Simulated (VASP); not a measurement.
Wanted: the native input for a VASP 6.6.1 run.

```yaml
Task: relaxation of cell and atoms
Functional: PBEsol
Dispersion: D3(BJ)
Potentials_or_basis: VASP PAW PBE potentials, release 64 (Sn_d)
Cutoff: 600 eV
k_mesh: 11 × 11 × 11
Occupations: gaussian, width 0.1 eV
Spin: no spin polarisation
Dipole_correction: no
Further_INCAR_settings: ALGO = Normal; EDIFF = 1e-06; IBRION = 2; EDIFFG = -0.03; NSW = 60; ISIF = 3
```

The structure of Sn lies in POSCAR:

```
Sn
1.0
   -1.7265390000      1.7755470000      2.3383420000
    1.7265390000     -1.7755470000      2.3383420000
    1.7265390000      1.7755470000     -2.3383420000
Sn
1
Direct
    0.0000000000      0.0000000000      0.0000000000
```

These files were run (other wordings do the same):

INCAR

```
SYSTEM = Sn
PREC = Accurate
ENCUT = 600
EDIFF = 1E-6
ISMEAR = 0
SIGMA = 0.1
LREAL = .False.
LASPH = .True.
NELM = 80
ALGO = Normal
ISIF = 3
LWAVE = .False.
LCHARG = .False.
GGA = PS
IVDW = 12
IBRION = 2
NSW = 60
EDIFFG = -0.03
```

KPOINTS

```
regular mesh
0
Gamma
  11 11 11
  0 0 0
```

Potentials or basis: VASP PAW PBE potentials, release 64 (Sn_d).

The run is started by

```console
$ cat potpaw_PBE.64/Sn_d/POTCAR > POTCAR
$ mpirun -np 1 vasp_std > vasp.out
```

Results of the run:

```
Relaxed volume                        : 25.44 Å³/atom
Relaxed cell                          : a = 3.276 Å, b = 3.276 Å, c = 3.276 Å, α = 118.37°, β = 118.34°, γ = 92.88°
Space group after relaxing (to 0.1 Å) : I4/mmm (No. 139)
Energy gained by relaxing             : 68.1 meV/atom
Ionic steps                           : 6
Pressure after relaxing               : -0.1 GPa
Band gap on the k mesh                : zero (bands 7 and 8 overlap by 10.26 eV)
Dispersion energy per atom            : -0.417 eV
```

Caveat: the PAW data sets were made with another functional, which shifts forces and pressure a little; spin-orbit coupling is left out, which moves the levels of the heavy elements.

Wall time 2.2 min on 1 thread of AMD EPYC 9R45 (Zen 5) (shared host), peak memory 0.2 GiB.
